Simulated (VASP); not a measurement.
A run of VASP 6.6.1 is set up as follows.

File INCAR:

```
PREC = Accurate
ENCUT = 520
EDIFF = 1E-6
ISMEAR = -1
SIGMA = 0.15
LREAL = F
LASPH = T
NELM = 60
ALGO = Normal
ISIF = 2
LWAVE = F
LCHARG = F
GGA = PS
NBANDS = 16
```

KPOINTS

```
regular mesh
0
Gamma
  14 14 14
```

The input POSCAR:

```
Al2Cu
1.0
   -1.9391811728      1.9391811728      2.7424163145
    1.9391811728     -1.9391811728      2.7424163145
    1.9391811728      1.9391811728     -2.7424163145
Al Cu
2 1
Direct
    0.7500000000      0.2500000000      0.5000000000
    0.2500000000      0.7500000000      0.5000000000
    0.5000000000      0.5000000000      0.0000000000
```

Potentials or basis: VASP PAW PBE potentials, release 64 (Al, Cu).

Command:

```console
$ cat potpaw_PBE.64/Al/POTCAR potpaw_PBE.64/Cu/POTCAR > POTCAR
$ mpirun -np 1 vasp_std > vasp.out
```

Q: Estimate the pressure.

A: 18.2 GPa.

Caveat: the PAW data sets were made with another functional, which shifts forces and pressure a little.
